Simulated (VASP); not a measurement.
Wanted: the native input for a VASP 6.6.1 run.

* Task: single point
* Functional: r2SCAN
* Potentials or basis: VASP PAW PBE potentials, release 64 (Si, O)
* Cutoff: 520 eV
* k mesh: 6 × 6 × 6
* Occupations: gaussian, width 0.02 eV
* Spin: no spin polarisation
* Dipole correction: no
* Further INCAR settings: ALGO = Normal; EDIFF = 1e-07; NBANDS = 44

Crystal: SiO2.

```
CELL_PARAMETERS angstrom
0.00000 4.71679 7.36560
2.35720 0.00000 7.36560
2.35720 4.71679 0.00000
ATOMIC_POSITIONS crystal
Si 0.56315 0.56315 0.93685
Si 0.31315 0.31315 0.68685
Si 0.68685 0.68685 0.31315
Si 0.93685 0.93685 0.56315
O 0.62500 0.12500 0.62500
O 0.62500 0.62500 0.12500
O 0.62500 0.62500 0.62500
O 0.12500 0.62500 0.62500
O 0.18622 0.81378 0.18622
O 0.81378 0.18622 0.81378
O 0.43622 0.06378 0.43622
O 0.06378 0.43622 0.06378
```

These files were run (other wordings do the same):

POSCAR

```
SiO2
1.0
    0.0000000000      4.7167919206      7.3656044959
    2.3571954408      0.0000000000      7.3656044959
    2.3571954408      4.7167919206      0.0000000000
Si O
4 8
Direct
    0.5631505052      0.5631505052      0.9368494948
    0.3131505052      0.3131505052      0.6868494948
    0.6868494948      0.6868494948      0.3131505052
    0.9368494948      0.9368494948      0.5631505052
    0.6250000000      0.1250000000      0.6250000000
    0.6250000000      0.6250000000      0.1250000000
    0.6250000000      0.6250000000      0.6250000000
    0.1250000000      0.6250000000      0.6250000000
    0.1862214364      0.8137785636      0.1862214364
    0.8137785636      0.1862214364      0.8137785636
    0.4362214364      0.0637785636      0.4362214364
    0.0637785636      0.4362214364      0.0637785636
```

INCAR.step1

```
PREC     = Accurate       # precision mode
ENCUT    = 520            # plane-wave cutoff, eV
ISMEAR   = 0              # smearing method
SIGMA    = 0.02           # smearing width, eV
LREAL    = False          # projectors in reciprocal space
LASPH    = True           # aspherical terms in the spheres
NELM     = 80             # most SCF steps
NBANDS   = 44             # bands
GGA      = PE             # functional
ALGO     = Normal         # electronic algorithm
EDIFF    = 1E-4           # SCF threshold, eV
LWAVE    = True           # write WAVECAR
LCHARG   = False          # write CHGCAR
```

INCAR.step2

```
PREC     = Accurate       # precision mode
ENCUT    = 520            # plane-wave cutoff, eV
EDIFF    = 1E-7           # SCF threshold, eV
ISMEAR   = 0              # smearing method
SIGMA    = 0.02           # smearing width, eV
LREAL    = False          # projectors in reciprocal space
LASPH    = True           # aspherical terms in the spheres
NELM     = 80             # most SCF steps
ALGO     = Normal         # electronic algorithm
ISIF     = 2              # what is computed and relaxed
LWAVE    = False          # write WAVECAR
LCHARG   = True           # write CHGCAR
METAGGA  = R2SCAN         # meta-GGA
LMIXTAU  = True         
LELF     = True           # ELF
LVHAR    = True         
NBANDS   = 44             # bands
ISTART   = 1
```

KPOINTS

```
Automatic mesh
0
Gamma
  6 6 6
```

Potentials or basis: VASP PAW PBE potentials, release 64 (Si, O).

Run with:

```console
$ cat potpaw_PBE.64/Si/POTCAR potpaw_PBE.64/O/POTCAR > POTCAR
$ cp INCAR.step1 INCAR
$ mpirun -np 1 vasp_std > vasp.out
$ cp INCAR.step2 INCAR
$ mpirun -np 1 vasp_std > vasp.out
```

It gave:

```json
{"Pressure": "0.2 GPa", "Largest force": "0.041 eV/Å", "Band gap on the k mesh": "6.40 eV"}
```

Caveat: the PAW data sets were made with another functional, which shifts forces and pressure a little.

Run time: 33 min on 1 thread of AMD EPYC 9R45 96-Core Processor (Zen 5), on a shared host, peak memory 0.55 GiB.
